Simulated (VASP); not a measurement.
Wanted: the native input for a VASP 6.6.1 run.

| Item | Value |
| --- | --- |
| Task | single point |
| Functional | PBE |
| Potentials or basis | VASP PAW PBE potentials, release 64 (Ge_d) |
| Cutoff | 520 eV |
| k mesh | 10 × 10 × 12 |
| Occupations | gaussian, width 0.1 eV |
| Spin | no spin polarisation |
| Dipole correction | no |
| Further INCAR settings | ALGO = Normal; EDIFF = 1e-07; NBANDS = 36 |

The structure of Ge lies in POSCAR:

```
Ge
1.0
    4.8912656822      0.0000000000      0.0000000000
    0.0000000000      4.8912656822      0.0000000000
    0.0000000000      0.0000000000      3.9537524022
Ge
4
Direct
    0.3422152232      0.0000000000      0.7500000000
    0.6577847768      0.0000000000      0.2500000000
    0.0000000000      0.3422152232      0.0000000000
    0.0000000000      0.6577847768      0.5000000000
```

The input as run:

INCAR

```
SYSTEM = Ge
  PREC = Accurate
  ENCUT = 520
  EDIFF = 1E-7
  ISMEAR = 0
  SIGMA = 0.1
  LREAL = .False.
  LASPH = .True.
  NELM = 60
  ALGO = Normal
  ISIF = 2
  LWAVE = .False.
  LCHARG = .True.
  GGA = PE
  LELF = .True.
  LVHAR = .True.
  NBANDS = 36
```

KPOINTS

```
Automatic mesh
0
Gamma
  10 10 12
  0 0 0
```

Potentials or basis: VASP PAW PBE potentials, release 64 (Ge_d).

Run with:

```sh
$ cat potpaw_PBE.64/Ge_d/POTCAR > POTCAR
$ mpirun -np 1 vasp_std > vasp.out
```

Results of the run:

The pressure is 0.0 GPa. The band gap on the k mesh is zero (band 28 reaches 4.98 eV, above the bottom of band 29 at 4.23 eV).

Run time: 2.3 min on 1 thread of Intel(R) Xeon(R) 6975P-C (Granite Rapids) (shared host), peak memory 0.43 GiB.
